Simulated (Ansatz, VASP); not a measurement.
**One calculation of La3O, two programs**

The input INCAR:

```
ALGO     = Normal         # electronic algorithm
EDIFF    = 1E-6           # SCF threshold, eV
EDIFFG   = -0.01          # ionic threshold
ENCUT    = 600            # plane-wave cutoff, eV
GGA      = PE             # functional
IBRION   = 2              # ionic algorithm
ISIF     = 3              # what is computed and relaxed
ISMEAR   = 0              # smearing method
LASPH    = T              # aspherical terms in the spheres
LCHARG   = F              # write CHGCAR
LREAL    = F              # projectors in reciprocal space
LWAVE    = F              # write WAVECAR
NELM     = 60             # most SCF steps
NSW      = 100            # ionic steps
PREC     = Accurate       # precision mode
SIGMA    = 0.1            # smearing width, eV
```

Contents of KPOINTS:

```
k-points
0
Gamma
  12 12 12
```

File POSCAR:

```
La3O
1.0
   -2.9606859300      2.9606859300      2.9606859300
    2.9606859300     -2.9606859300      2.9606859300
    2.9606859300      2.9606859300     -2.9606859300
La O
3 1
Direct
    0.0000000000      0.5000000000      0.5000000000
    0.5000000000      0.0000000000      0.5000000000
    0.5000000000      0.5000000000      0.0000000000
    0.0000000000      0.0000000000      0.0000000000
```

Input for Ansatz:

```yaml
crystal:
  lattice:
    - [-2.96068593, 2.96068593, 2.96068593]
    - [2.96068593, -2.96068593, 2.96068593]
    - [2.96068593, 2.96068593, -2.96068593]
  atoms:
    - { symbol: La, position: [0.0, 0.5, 0.5] }
    - { symbol: La, position: [0.5, 0.0, 0.5] }
    - { symbol: La, position: [0.5, 0.5, 0.0] }
    - { symbol: O, position: [0.0, 0.0, 0.0] }
basis:
  ecutwfc: 420
kpoints:
  mp_grid: { grid: [12, 12, 12] }
hamiltonian:
  xc: pbe
scf:
  occupations: { method: gaussian, width: 0.1 }
output:
  forces: true
  stress: true
  eigenvalues: true
  write_density: true
  write_potential: true
  elf: true
  volumetric_format: npy
relax:
  adjacent_minimum: "off"
  f_tol: 0.01
  max_steps: 80
  cell: { stress_tol: 0.05 }
```

Change from the starting cell: species swapped into the Sb3Au type (Im-3m, No. 229).

Alike in both runs: task relaxation of cell and atoms; functional PBE; k mesh 12 × 12 × 12; occupations gaussian, width 0.1 eV; no spin polarisation.

|  | VASP | Ansatz |
| --- | --- | --- |
| version | VASP 6.6.1 | Ansatz 0.2.0 |
| potentials or method | VASP PAW PBE potentials, release 64 (La, O), cutoff 600 eV | scalar-relativistic, plane waves, PAW |
| valence electrons in the cell | 39 | 39 |

Ansatz gave:

```
gap on the k mesh at the Fermi level, each at its own relaxed structure (eV) : none
relaxed volume (Å³/atom)                                                     : 25.07
relaxed cell length with the largest relative difference (Å)                 : 5.069
```

What did VASP give for the same quantities?

gap on the k mesh at the Fermi level, each at its own relaxed structure (eV): none; relaxed volume (Å³/atom): 24.99; relaxed cell length with the largest relative difference (Å): 5.064.

A gap of «none» marks a metal or a gap that the smearing closes.

Neither program's run includes spin-orbit coupling.
